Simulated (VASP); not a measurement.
# NiO (R-3m) in VASP: single point with PBE

Aim: the single point of NiO with PBE.

Program: VASP 6.6.1. These are calculated values, not measurements. Logs are shortened: lines on timing, memory, paths and dates and some standing lists are left out, and cuts for length are marked.

## 1. The cell of the first run

Symmetry: R-3m, No. 166, trigonal system. The conventional cell has a = 2.943 Å, b = 2.943 Å, c = 7.317 Å, α = 90.00°, β = 90.00°, γ = 120.00°. Within 2.8 Å of Ni (site symmetry -3m) lie 6 O at 2.09 Å. O (site symmetry -3m) has 6 Ni at 2.09 Å within 2.8 Å.

## 2. Single point, PBE, collinear spin, ferromagnetic start (equal xy, yz and zx shear strains of +1 %)

INCAR

```
PREC = Accurate
ENCUT = 520
EDIFF = 1E-7
ISMEAR = -1
SIGMA = 0.03
LREAL = False
LASPH = True
NELM = 150
ALGO = Normal
ISIF = 2
LWAVE = False
LCHARG = False
ISPIN = 2
MAGMOM = 1.5 0
LORBIT = 11
LMAXMIX = 4
GGA = PE
NBANDS = 19
```

KPOINTS

```
regular mesh
0
Gamma
  17 17 17
```

POSCAR

```
NiO
1.0
    0.0209131000      2.1017665500      2.1017665500
    2.1017665500      0.0209131000      2.1017665500
    2.1017665500      2.1017665500      0.0209131000
Ni O
1 1
Direct
    0.0000000000      0.0000000000      0.0000000000
    0.5000000000      0.5000000000      0.5000000000
```

Potentials or basis: VASP PAW PBE potentials, release 64 (Ni, O).

Started as:

```console
> cat potpaw_PBE.64/Ni/POTCAR potpaw_PBE.64/O/POTCAR > POTCAR
> mpirun -np 1 vasp_std > vasp.out
```

OUTCAR:

```text
PREC = Accurate
   ENCUT = 520
   EDIFF = 1E-7
   ISMEAR = -1
   LREAL = False
   LASPH = True
   NELM = 150
   ISIF = 2
   ISPIN = 2
   LORBIT = 11
   GGA = PE

 ion  position               nearest neighbor table
   1  0.000  0.000  0.000-   2 2.09   2 2.09   2 2.09   2 2.09   2 2.09   2 2.09
   2  0.500  0.500  0.500-   1 2.09   1 2.09   1 2.09   1 2.09   1 2.09   1 2.09

  LATTYP: Found a trigonal (rhomboedric) cell.
 ALAT       =     2.9724203302
 COS(alpha) =     0.5099250056

  Lattice vectors:

 A1 = (   0.0209131000,   2.1017665500,   2.1017665500)
 A2 = (   2.1017665500,   0.0209131000,   2.1017665500)
 A3 = (   2.1017665500,   2.1017665500,   0.0209131000)

Analysis of symmetry for initial positions (statically):
=====================================================================
 Subroutine PRICEL returns:
 Original cell was already a primitive cell.

 Routine SETGRP: Setting up the symmetry group for a
 trigonal (rhombohedral) supercell.

 Subroutine GETGRP returns: Found 12 space group operations
 (whereof 12 operations were pure point group operations)
 out of a pool of 12 trial point group operations.

The static configuration has the point symmetry D_3d.

Analysis of symmetry for dynamics (positions and initial velocities):
=====================================================================
 Subroutine PRICEL returns:
 Original cell was already a primitive cell.

 Routine SETGRP: Setting up the symmetry group for a
 trigonal (rhombohedral) supercell.

 Subroutine GETGRP returns: Found 12 space group operations
 (whereof 12 operations were pure point group operations)
 out of a pool of 12 trial point group operations.

The dynamic configuration has the point symmetry D_3d.

Analysis of structural, dynamic, and magnetic symmetry:
=====================================================================
 Subroutine PRICEL returns:
 Original cell was already a primitive cell.

 Routine SETGRP: Setting up the symmetry group for a
 trigonal (rhombohedral) supercell.

 Subroutine GETGRP returns: Found 12 space group operations
 (whereof 12 operations were pure point group operations)
 out of a pool of 12 trial point group operations.

The overall configuration has the point symmetry D_3d.

 Subroutine INISYM returns: Found 12 space group operations
 (whereof 12 operations are pure point group operations),
 and found     1 'primitive' translations

----------------------------------------------------------------------------------------

                                     Primitive cell

  volume of cell :      18.2916

  direct lattice vectors                    reciprocal lattice vectors
     0.020913100  2.101766550  2.101766550    -0.241475558  0.239096488  0.239096488
     2.101766550  0.020913100  2.101766550     0.239096488 -0.241475558  0.239096488
     2.101766550  2.101766550  0.020913100     0.239096488  0.239096488 -0.241475558

  length of vectors
     2.972420330  2.972420330  2.972420330     0.415505363  0.415505363  0.415505363

  position of ions in fractional coordinates (direct lattice)
     0.000000000  0.000000000  0.000000000
     0.500000000  0.500000000  0.500000000

  ion indices of the primitive-cell ions
   primitive index   ion index
                 1           1
                 2           2

----------------------------------------------------------------------------------------

 KPOINTS: regular mesh

Automatic generation of k-mesh.
 Grid dimensions read from file:
 generate k-points for:   17   17   17

 Generating k-lattice:

  Cartesian coordinates                     Fractional coordinates (reciprocal lattice)
    -0.014204445  0.014064499  0.014064499     0.058823529  0.000000000  0.000000000
     0.014064499 -0.014204445  0.014064499     0.000000000  0.058823529  0.000000000
     0.014064499  0.014064499 -0.014204445     0.000000000  0.000000000  0.058823529

  Length of vectors
     0.024441492  0.024441492  0.024441492

  Shift w.r.t. Gamma in fractional coordinates (k-lattice)
     0.000000000  0.000000000  0.000000000

 Subroutine IBZKPT returns following result:
 ===========================================

 Found    489 irreducible k-points:

 Following reciprocal coordinates:
            Coordinates               Weight
  0.000000  0.000000  0.000000      1.000000
  0.058824  0.000000  0.000000      6.000000
  0.117647  0.000000  0.000000      6.000000
  0.176471  0.000000  0.000000      6.000000
  0.235294  0.000000  0.000000      6.000000
  0.294118  0.000000  0.000000      6.000000
[... 16 lines left out ...]
 -0.176471  0.058824  0.000000     12.000000
 -0.117647  0.058824 -0.000000     12.000000
 [... further k-points ...]
   k-points           NKPTS =    489   k-points in BZ     NKDIM =    489   number of bands    NBANDS=     19
   number of dos      NEDOS =    301   number of ions     NIONS =      2
   total plane-waves  NPLWV =  13824
   dimension x,y,z NGX =    24 NGY =   24 NGZ =   24
   dimension x,y,z NGXF=    48 NGYF=   48 NGZF=   48
   ions per type =               1   1
   NGX,Y,Z   is equivalent  to a cutoff of  13.42, 13.42, 13.42 a.u.
   NGXF,Y,Z  is equivalent  to a cutoff of  26.85, 26.85, 26.85 a.u.
 SYSTEM =  unknown system
   PREC   = accura    normal or accurate (medium, high low for compatibility)
   ISTART =      0    job   : 0-new  1-cont  2-samecut
   ICHARG =      2    charge: 1-file 2-atom 10-const
   ISPIN  =      2    spin polarized calculation?
   LNONCOLLINEAR =      F non collinear calculations
   LSORBIT =      F    spin-orbit coupling
   LASPH  =      T    aspherical Exc in radial PAW
   ENCUT  =  520.0 eV  38.22 Ry    6.18 a.u.   5.53  5.53  5.53*2*pi/ulx,y,z
   NELM   =    150;   NELMIN=  2; NELMDL= -5     # of ELM steps
   EDIFF  = 0.1E-06   stopping-criterion for ELM
   LREAL  =      F    real-space projection
   EDIFFG = 0.1E-05   stopping-criterion for IOM
   NSW    =      0    number of steps for IOM
   IBRION =     -1    ionic relax: 0-MD 1-quasi-New 2-CG
   NFREE  =      0    steps in history (QN), initial steepest desc. (CG)
   ISIF   =      2    stress and relaxation
   ISYM   =      2    0-nonsym 1-usesym 2-fastsym
   POTIM  = 0.5000    time-step for ionic-motion
   TEBEG  =    0.0;   TEEND  =   0.0 temperature during run
   PSTRESS=    0.0 pullay stress
   NELECT =      16.0000    total number of electrons
   NUPDOWN=      -1.0000    fix difference up-down
   EMIN   =  10.00;   EMAX   =-10.00  energy-range for DOS
   EFERMI =   0.00;   METHOD = LEGACY
   ISMEAR =    -1;   SIGMA  =   0.03  broadening in eV -4-tet -1-fermi 0-gaus
   EFERMI_NEDOS =   21; number of points for ismear=-14 and -15
   IALGO  =     38    algorithm
   IMIX   =      4    mixing-type and parameters
     AMIX     =   0.40;   BMIX     =  1.00
     AMIX_MAG =   1.60;   BMIX_MAG =  1.00
  volume/ion in A,a.u.               =       9.15        61.72
  Fermi-wavevector in a.u.,A,eV,Ry     =   1.565659  2.958667 33.351808  2.451289
  Thomas-Fermi vector in A             =   2.668103
   LORBIT       =     11    0 simple, 1 ext, 2 COOP (PROOUT), +10 PAW based schemes
   GGA     = PE    functional components
   LHFCALC =     F    Hartree Fock is set to
   AEXX    =    0.0000 exact exchange contribution
   IVDW    =     0    specifies the selected vdW correction
   LEPSILON=     F    determine dielectric tensor
   LRPA    =     F    only Hartree local field effects (RPA)
 spin polarized calculation
  energy-cutoff  :      520.00
  volume of cell :       18.29
 maximum number of plane-waves:       531
 NGX is ok and might be reduce to    24
   NGX = 11   NGY = 11   NGZ = 11

 number of electron      16.0000004 magnetization       1.7108528

 Free energy of the ion-electron system (eV)
  ---------------------------------------------------
  ext. energy  EPLUGINS =         0.00000000
  ---------------------------------------------------
  free energy    TOTEN  =       -11.47456213 eV

  energy without entropy =      -11.47107549  energy(sigma->0) =      -11.47281881

 E-fermi :   7.8550     XC(G=0): -12.6550

 val. band max:        7.8548761004   @ k =  -0.4706   0.2353   0.1765
 cond. band min:       7.8551546239   @ k =   0.1176   0.1176   0.0588
 fundamental gap:      0.0002785236
 Fermi energy:         7.8550168774

 spin component 1

 k-point     1 :       0.0000    0.0000    0.0000
  band No.  band energies     occupation
      1     -12.4969      1.00000
      2       4.7407      1.00000
      3       4.7407      1.00000
      4       4.7830      1.00000
      5       4.8879      1.00000
      6       4.8879      1.00000
[... 11 lines left out ...]
     18      33.7116      0.00000
     19      33.7116      0.00000
[... 485 lines left out ...]
 k-point    24 :      -0.1176    0.0588   -0.0000
  band No.  band energies     occupation
      1     -12.2551      1.00000
      2       3.1162      1.00000
      3       3.3316      1.00000
      4       3.9382      1.00000
      5       5.1462      1.00000
      6       5.2852      1.00000
[... 11 lines left out ...]
     18      35.6573      0.00000
     19      37.0731      0.00000

 [... further k-points ...]

 spin component 2

 k-point     1 :       0.0000    0.0000    0.0000
  band No.  band energies     occupation
      1     -12.0747      1.00000
      2       5.2660      1.00000
      3       5.3789      1.00000
      4       5.3789      1.00000
      5       5.9608      1.00000
      6       6.0259      1.00000
[... 11 lines left out ...]
     18      34.2980      0.00000
     19      34.2982      0.00000
[... 485 lines left out ...]
 k-point    24 :      -0.1176    0.0588   -0.0000
  band No.  band energies     occupation
      1     -11.8259      1.00000
      2       3.7178      1.00000
      3       4.4460      1.00000
      4       4.6259      1.00000
      5       6.1035      1.00000
      6       6.3964      1.00000
[... 11 lines left out ...]
     18      36.2105      0.00000
     19      37.6614      0.00000

 [... further k-points ...]

------------------------ aborting loop because EDIFF is reached ----------------------------------------

  FORCE on cell =-STRESS in cart. coord.  units (eV):
  Direction    XX          YY          ZZ          XY          YZ          ZX
  --------------------------------------------------------------------------------------
  -------------------------------------------------------------------------------------
  Total        0.4312036      0.4312036      0.4312036     -0.0661047     -0.0661047     -0.0661047
  in kB       37.7694130     37.7694130     37.7694130     -5.7901564     -5.7901564     -5.7901564
  external PRESSURE =      37.7694130 kB  Pullay stress =       0.0000000 kB

 VOLUME and BASIS-vectors are now :
 -----------------------------------------------------------------------------
  energy-cutoff  :      520.00
  volume of cell :       18.29
      direct lattice vectors                 reciprocal lattice vectors
     0.020913100  2.101766550  2.101766550    -0.241475558  0.239096488  0.239096488
     2.101766550  0.020913100  2.101766550     0.239096488 -0.241475558  0.239096488
     2.101766550  2.101766550  0.020913100     0.239096488  0.239096488 -0.241475558

 POSITION                                       TOTAL-FORCE (eV/Angst)
 -----------------------------------------------------------------------------------
      0.00000      0.00000      0.00000         0.000000      0.000000     -0.000000
      2.11222      2.11222      2.11222        -0.000000      0.000000      0.000000
 -----------------------------------------------------------------------------------
    total drift:                                0.000000     -0.000000     -0.000000

  FREE ENERGIE OF THE ION-ELECTRON SYSTEM (eV)
  ---------------------------------------------------
  free  energy   TOTEN  =       -11.4745621310 eV

  energy  without entropy=      -11.4710754918  energy(sigma->0) =      -11.47281881

 total charge

# of ion       s       p       d       tot
------------------------------------------
    1        0.330   0.401   8.248   8.980
    2        1.557   3.419   0.000   4.976
--------------------------------------------------
tot          1.887   3.820   8.248  13.956

 magnetization (x)

# of ion       s       p       d       tot
------------------------------------------
    1        0.011   0.015   1.385   1.411
    2        0.028   0.230   0.000   0.257
--------------------------------------------------
tot          0.039   0.245   1.385   1.669
```

Wall time 2.1 min (1 thread of Intel Xeon 6975P-C (Granite Rapids), shared host); peak memory 0.36 GiB.

What came out:

- Free energy: -11.4746 eV
- Pressure: 3.8 GPa
- Net moment: 1.71 μB per cell
- Site moments: Ni +1.41; O +0.26 μB
- Valence electrons inside the program's atomic spheres: Ni 8.98; O 4.98

Caveat: the cell differs from its parent crystal (equal xy, yz and zx shear strains of +1 %); the cell stands under pressure; a cell with one magnetic atom can't hold antiferromagnetic order, which such compounds often take; semilocal functionals often make such compounds metallic where correlation or magnetic order opens a gap, which also shifts bond lengths.
